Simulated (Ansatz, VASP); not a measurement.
## ZnS in VASP and in Ansatz

```
CELL_PARAMETERS angstrom
3.79441 0.00000 0.00000
-1.89721 3.28606 0.00000
0.00000 0.00000 6.30372
ATOMIC_POSITIONS crystal
Zn 0.33333 0.66667 0.00520
Zn 0.66667 0.33333 0.50520
S 0.33333 0.66667 0.37980
S 0.66667 0.33333 0.87980
```

Change from the starting cell: mode 4 frozen in at +0.000 Å, equal normal strain along x and y -0.0133.

Alike in both runs: task single point; functional PBE; k mesh 9 × 9 × 4; occupations gaussian, width 0.05 eV; no spin polarisation.

|  | VASP | Ansatz |
| --- | --- | --- |
| version | VASP 6.6.1 | Ansatz 0.2.0 |
| potentials or method | VASP PAW PBE potentials, release 64 (Zn, S), cutoff 520 eV | scalar-relativistic, plane waves, PAW |
| valence electrons in the cell | 36 | 36 |

VASP gave:

* gap on the k mesh at the Fermi level (eV): 2.17
* least direct gap on the mesh (eV): 2.17
* pressure (GPa): 2.2
* traceless stress, the component that is largest in VASP (GPa): -1.23
* rms of the force components (eV/Å): 0.053

Task: Which values does Ansatz return?

Result: gap on the k mesh at the Fermi level (eV): 2.17; least direct gap on the mesh (eV): 2.17; pressure (GPa): 2.0; traceless stress, the component that is largest in VASP (GPa): -1.21; rms of the force components (eV/Å): 0.052.

Atom by atom the forces differ by 0.001 eV/Å (rms over components).
